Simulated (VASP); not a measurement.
# CuI (F-43m) in VASP: single point with HSE06

Aim: the single point of CuI with HSE06.

Program: VASP 6.6.1. These are calculated values, not measurements. Logs are shortened: lines on timing, memory, paths and dates and some standing lists are left out, and cuts for length are marked.

## (1) The cell of the first run

It takes space group F-43m (No. 216, cubic). Conventional cell: a = 6.063 Å, b = 6.063 Å, c = 6.063 Å, α = 90.00°, β = 90.00°, γ = 90.00°. Within 3.5 Å of Cu (site symmetry -43m) lie 4 I at 2.63 Å. Within 3.5 Å of I (site symmetry -43m) lie 4 Cu at 2.63 Å.

## (2) Single point, HSE06

Contents of POSCAR:

```
CuI
1.0
    0.0000000000      3.0315000000      3.0315000000
    3.0315000000      0.0000000000      3.0315000000
    3.0315000000      3.0315000000      0.0000000000
Cu I
1 1
Direct
    0.2500000000      0.2500000000      0.2500000000
    0.0000000000      0.0000000000      0.0000000000
```

Contents of INCAR.step1:

```
PREC = Accurate ; ENCUT = 520
EDIFF = 1E-5 ; ISMEAR = 0
SIGMA = 0.01 ; LREAL = False
LASPH = True ; NELM = 100
ALGO = Normal ; ISIF = 2
LWAVE = True ; GGA = PE
NBANDS = 16
```

Contents of INCAR.step2:

```
PREC = Accurate ; ENCUT = 520
EDIFF = 1E-7 ; ISMEAR = 0
SIGMA = 0.01 ; LREAL = False
LASPH = True ; NELM = 100
ALGO = Normal ; ISIF = 2
LWAVE = False ; LCHARG = True
GGA = PE ; LHFCALC = True
HFSCREEN = 0.2079 ; PRECFOCK = Normal
LELF = True ; LVHAR = True
ISTART = 1 ; NBANDS = 16
```

Contents of KPOINTS:

```
regular mesh
0
Gamma
  6 6 6
```

Potentials or basis: VASP PAW PBE potentials, release 64 (Cu, I).

Run with:

```
$ cat potpaw_PBE.64/Cu/POTCAR potpaw_PBE.64/I/POTCAR > POTCAR
$ cp INCAR.step1 INCAR
$ mpirun -np 1 vasp_std > vasp.out
$ cp INCAR.step2 INCAR
$ mpirun -np 1 vasp_std > vasp.out
```

OUTCAR:

```text
PREC = Accurate
   ENCUT = 520
   EDIFF = 1E-7
   ISMEAR = 0
   LREAL = False
   LASPH = True
   NELM = 100
   ISIF = 2
   GGA = PE
   LHFCALC = True
   HFSCREEN = 0.2079
   PRECFOCK = Normal
   ISTART = 1

 ion  position               nearest neighbor table
   1  0.250  0.250  0.250-   2 2.63   2 2.63   2 2.63   2 2.63
   2  0.000  0.000  0.000-   1 2.63   1 2.63   1 2.63   1 2.63

  LATTYP: Found a face centered cubic cell.
 ALAT       =     6.0630000000

  Lattice vectors:

 A1 = (   0.0000000000,   3.0315000000,   3.0315000000)
 A2 = (   3.0315000000,   0.0000000000,   3.0315000000)
 A3 = (   3.0315000000,   3.0315000000,   0.0000000000)

Analysis of symmetry for initial positions (statically):
=====================================================================
 Subroutine PRICEL returns:
 Original cell was already a primitive cell.

 Routine SETGRP: Setting up the symmetry group for a
 face centered cubic supercell.

 Subroutine GETGRP returns: Found 24 space group operations
 (whereof 24 operations were pure point group operations)
 out of a pool of 48 trial point group operations.

The static configuration has the point symmetry T_d .

Analysis of symmetry for dynamics (positions and initial velocities):
=====================================================================
 Subroutine PRICEL returns:
 Original cell was already a primitive cell.

 Routine SETGRP: Setting up the symmetry group for a
 face centered cubic supercell.

 Subroutine GETGRP returns: Found 24 space group operations
 (whereof 24 operations were pure point group operations)
 out of a pool of 48 trial point group operations.

The dynamic configuration has the point symmetry T_d .

 Subroutine INISYM returns: Found 24 space group operations
 (whereof 24 operations are pure point group operations),
 and found     1 'primitive' translations

----------------------------------------------------------------------------------------

                                     Primitive cell

  volume of cell :      55.7189

  direct lattice vectors                    reciprocal lattice vectors
     0.000000000  3.031500000  3.031500000    -0.164934851  0.164934851  0.164934851
     3.031500000  0.000000000  3.031500000     0.164934851 -0.164934851  0.164934851
     3.031500000  3.031500000  0.000000000     0.164934851  0.164934851 -0.164934851

  length of vectors
     4.287188414  4.287188414  4.287188414     0.285675541  0.285675541  0.285675541

  position of ions in fractional coordinates (direct lattice)
     0.250000000  0.250000000  0.250000000
     0.000000000  0.000000000  0.000000000

  ion indices of the primitive-cell ions
   primitive index   ion index
                 1           1
                 2           2

----------------------------------------------------------------------------------------

 KPOINTS: regular mesh

Automatic generation of k-mesh.
 Grid dimensions read from file:
 generate k-points for:    6    6    6

 Generating k-lattice:

  Cartesian coordinates                     Fractional coordinates (reciprocal lattice)
    -0.027489142  0.027489142  0.027489142     0.166666667  0.000000000  0.000000000
     0.027489142 -0.027489142  0.027489142     0.000000000  0.166666667  0.000000000
     0.027489142  0.027489142 -0.027489142     0.000000000  0.000000000  0.166666667

  Length of vectors
     0.047612590  0.047612590  0.047612590

  Shift w.r.t. Gamma in fractional coordinates (k-lattice)
     0.000000000  0.000000000  0.000000000

 Subroutine IBZKPT returns following result:
 ===========================================

 Found     16 irreducible k-points:

 Following reciprocal coordinates:
            Coordinates               Weight
  0.000000  0.000000  0.000000      1.000000
  0.166667  0.000000  0.000000      8.000000
  0.333333  0.000000  0.000000      8.000000
  0.500000  0.000000  0.000000      4.000000
  0.166667  0.166667  0.000000      6.000000
  0.333333  0.166667  0.000000     24.000000
[... 8 lines left out ...]
 -0.333333  0.333333  0.166667     24.000000
 -0.333333  0.500000  0.166667     12.000000
   k-points           NKPTS =     16   k-points in BZ     NKDIM =    216   number of bands    NBANDS=     16
   number of dos      NEDOS =    301   number of ions     NIONS =      2
   total plane-waves  NPLWV =  32768
   dimension x,y,z NGX =    32 NGY =   32 NGZ =   32
   dimension x,y,z NGXF=    64 NGYF=   64 NGZF=   64
   ions per type =               1   1
   NGX,Y,Z   is equivalent  to a cutoff of  12.41, 12.41, 12.41 a.u.
   NGXF,Y,Z  is equivalent  to a cutoff of  24.82, 24.82, 24.82 a.u.
 SYSTEM =  unknown system
   PREC   = accura    normal or accurate (medium, high low for compatibility)
   ISTART =      1    job   : 0-new  1-cont  2-samecut
   ICHARG =      0    charge: 1-file 2-atom 10-const
   ISPIN  =      1    spin polarized calculation?
   LNONCOLLINEAR =      F non collinear calculations
   LSORBIT =      F    spin-orbit coupling
   LASPH  =      T    aspherical Exc in radial PAW
   ENCUT  =  520.0 eV  38.22 Ry    6.18 a.u.   7.97  7.97  7.97*2*pi/ulx,y,z
   NELM   =    100;   NELMIN=  2; NELMDL=  0     # of ELM steps
   EDIFF  = 0.1E-06   stopping-criterion for ELM
   LREAL  =      F    real-space projection
   EDIFFG = 0.1E-05   stopping-criterion for IOM
   NSW    =      0    number of steps for IOM
   IBRION =     -1    ionic relax: 0-MD 1-quasi-New 2-CG
   NFREE  =      0    steps in history (QN), initial steepest desc. (CG)
   ISIF   =      2    stress and relaxation
   ISYM   =      3    0-nonsym 1-usesym 2-fastsym
   POTIM  = 0.5000    time-step for ionic-motion
   TEBEG  =    0.0;   TEEND  =   0.0 temperature during run
   PSTRESS=    0.0 pullay stress
   NELECT =      18.0000    total number of electrons
   NUPDOWN=      -1.0000    fix difference up-down
   EMIN   =  10.00;   EMAX   =-10.00  energy-range for DOS
   EFERMI =   0.00;   METHOD = LEGACY
   ISMEAR =     0;   SIGMA  =   0.01  broadening in eV -4-tet -1-fermi 0-gaus
   EFERMI_NEDOS =   21; number of points for ismear=-14 and -15
   IALGO  =     38    algorithm
   IMIX   =      1    mixing-type and parameters
     AMIX     =   0.40;   BMIX     =  1.00
     AMIX_MAG =   1.60;   BMIX_MAG =  1.00
  volume/ion in A,a.u.               =      27.86       188.00
  Fermi-wavevector in a.u.,A,eV,Ry     =   1.123306  2.122741 17.168055  1.261816
  Thomas-Fermi vector in A             =   2.259971
   LORBIT       =      0    0 simple, 1 ext, 2 COOP (PROOUT), +10 PAW based schemes
   GGA     = PE    functional components
   LHFCALC =     T    Hartree Fock is set to
   PRECFOCK=normal    Normal, Fast or Accurate (Low or Medium for compatibility)
   ENCUT4O =  -1.0   cutoff for four orbital integrals eV
   NKREDX  =     1    reduce k-point grid by
   NKREDY  =     1    reduce k-point grid by
   NKREDZ  =     1    reduce k-point grid by
   AEXX    =    0.2500 exact exchange contribution
   HFSCREEN=    0.2079 screening length (either q_TF or 0.3 A-1)
   HFSCREENC=   0.2079 screening length for correlation (either q_TF or 0.3 A-1)
   ENCUTFOCK=  -1.0 apply spherical cutoff to Coloumb kernel
   IVDW    =     0    specifies the selected vdW correction
   LEPSILON=     F    determine dielectric tensor
   LRPA    =     F    only Hartree local field effects (RPA)
 non-spin polarized calculation
 Gauss-broadening in eV      SIGMA  =   0.01
  energy-cutoff  :      520.00
  volume of cell :       55.72
 maximum number of plane-waves:      1524
  NGX = 24; NGY = 24; NGZ = 24

 number of electron      18.0000015 magnetization

 Free energy of the ion-electron system (eV)
  ---------------------------------------------------
  ext. energy  EPLUGINS =         0.00000000
  ---------------------------------------------------
  free energy    TOTEN  =        -6.45909975 eV

  energy without entropy =       -6.45909975  energy(sigma->0) =       -6.45909975

 E-fermi :   3.5208     XC(G=0):  -7.4161

 val. band max:        3.4755782256   @ k =   0.0000   0.0000   0.0000
 cond. band min:       6.0542284043   @ k =   0.0000   0.0000   0.0000
 fundamental gap:      2.5786501787
 Fermi energy:         3.5208263604

 k-point     1 :       0.0000    0.0000    0.0000
  band No.  band energies     occupation
      1     -11.2688      2.00000
      2      -0.5095      2.00000
      3      -0.5095      2.00000
      4      -0.5095      2.00000
      5       0.9949      2.00000
      6       0.9949      2.00000
[... 8 lines left out ...]
     15      14.5712      0.00000
     16      14.5712      0.00000

 k-point     2 :       0.1667    0.0000    0.0000
  band No.  band energies     occupation
      1     -11.1300      2.00000
      2      -0.8396      2.00000
      3      -0.4795      2.00000
      4      -0.4795      2.00000
      5       0.9866      2.00000
      6       0.9866      2.00000
[... 8 lines left out ...]
     15      13.6701      0.00000
     16      14.2272      0.00000

 k-point     3 :       0.3333    0.0000    0.0000
  band No.  band energies     occupation
      1     -10.8251      2.00000
      2      -1.6201      2.00000
      3      -0.4257      2.00000
      4      -0.4257      2.00000
      5       0.9955      2.00000
      6       0.9955      2.00000
[... 8 lines left out ...]
     15      14.2158      0.00000
     16      14.2158      0.00000

 k-point     4 :       0.5000    0.0000    0.0000
  band No.  band energies     occupation
      1     -10.6558      2.00000
      2      -2.0564      2.00000
      3      -0.4032      2.00000
      4      -0.4032      2.00000
      5       1.0188      2.00000
      6       1.0188      2.00000
[... 8 lines left out ...]
     15      15.9952      0.00000
     16      15.9952      0.00000

 k-point     5 :       0.1667    0.1667    0.0000
  band No.  band energies     occupation
      1     -11.0836      2.00000
      2      -0.8974      2.00000
      3      -0.4798      2.00000
      4      -0.4798      2.00000
      5       0.9471      2.00000
      6       1.0148      2.00000
[... 8 lines left out ...]
     15      14.8608      0.00000
     16      15.2712      0.00000

 k-point     6 :       0.3333    0.1667    0.0000
  band No.  band energies     occupation
      1     -10.8315      2.00000
      2      -1.4173      2.00000
      3      -0.4906      2.00000
      4      -0.4300      2.00000
      5       0.9344      2.00000
      6       1.0294      2.00000
[... 8 lines left out ...]
     15      15.1634      0.00000
     16      15.5735      0.00000
[... 115 lines left out ...]
 k-point    13 :       0.5000    0.5000    0.0000
  band No.  band energies     occupation
      1     -10.4485      2.00000
      2      -2.0861      2.00000
      3      -0.3057      2.00000
      4      -0.3057      2.00000
      5       0.9971      2.00000
      6       1.0750      2.00000
[... 8 lines left out ...]
     15      16.3387      0.00000
     16      17.1242      0.00000

 k-point    14 :       0.5000    0.3333    0.1667
  band No.  band energies     occupation
      1     -10.6150      2.00000
      2      -1.6251      2.00000
      3      -0.7187      2.00000
      4      -0.3697      2.00000
      5       0.9463      2.00000
      6       1.0141      2.00000
[... 8 lines left out ...]
     15      16.1319      0.00000
     16      17.2326      0.00000

 k-point    15 :      -0.3333    0.3333    0.1667
  band No.  band energies     occupation
      1     -10.4995      2.00000
      2      -1.6101      2.00000
      3      -1.0013      2.00000
      4      -0.3478      2.00000
      5       0.9017      2.00000
      6       1.0104      2.00000
[... 8 lines left out ...]
     15      16.2220      0.00000
     16      16.9688      0.00000

 k-point    16 :      -0.3333    0.5000    0.1667
  band No.  band energies     occupation
      1     -10.4454      2.00000
      2      -1.7538      2.00000
      3      -0.8202      2.00000
      4      -0.3257      2.00000
      5       0.9548      2.00000
      6       1.0505      2.00000
[... 8 lines left out ...]
     15      16.7142      0.00000
     16      17.1631      0.00000

------------------------ aborting loop because EDIFF is reached ----------------------------------------

  FORCE on cell =-STRESS in cart. coord.  units (eV):
  Direction    XX          YY          ZZ          XY          YZ          ZX
  --------------------------------------------------------------------------------------
  -------------------------------------------------------------------------------------
  Total        0.1433998      0.1433998      0.1433998      0.0000000     -0.0000000      0.0000000
  in kB        4.1234083      4.1234083      4.1234083      0.0000000     -0.0000000      0.0000000
  external PRESSURE =       4.1234083 kB  Pullay stress =       0.0000000 kB

 VOLUME and BASIS-vectors are now :
 -----------------------------------------------------------------------------
  energy-cutoff  :      520.00
  volume of cell :       55.72
      direct lattice vectors                 reciprocal lattice vectors
     0.000000000  3.031500000  3.031500000    -0.164934851  0.164934851  0.164934851
     3.031500000  0.000000000  3.031500000     0.164934851 -0.164934851  0.164934851
     3.031500000  3.031500000  0.000000000     0.164934851  0.164934851 -0.164934851

 POSITION                                       TOTAL-FORCE (eV/Angst)
 -----------------------------------------------------------------------------------
      1.51575      1.51575      1.51575        -0.000000     -0.000000     -0.000000
      0.00000      0.00000      0.00000         0.000000      0.000000      0.000000
 -----------------------------------------------------------------------------------
    total drift:                                0.000037      0.000044      0.000020

  FREE ENERGIE OF THE ION-ELECTRON SYSTEM (eV)
  ---------------------------------------------------
  free  energy   TOTEN  =        -6.4590997534 eV

  energy  without entropy=       -6.4590997534  energy(sigma->0) =       -6.45909975
```

It took 18 min on 1 thread of Intel Xeon 6975P-C (Granite Rapids), shared host; peak memory 0.31 GiB.

What came out:

```
Free energy            : -6.4591 eV
Pressure               : 0.4 GPa
Band gap on the k mesh : 2.58 eV
```

Caveat: the PAW data sets were made with another functional, which shifts forces and pressure a little; spin-orbit coupling is left out, which moves the levels of the heavy elements.
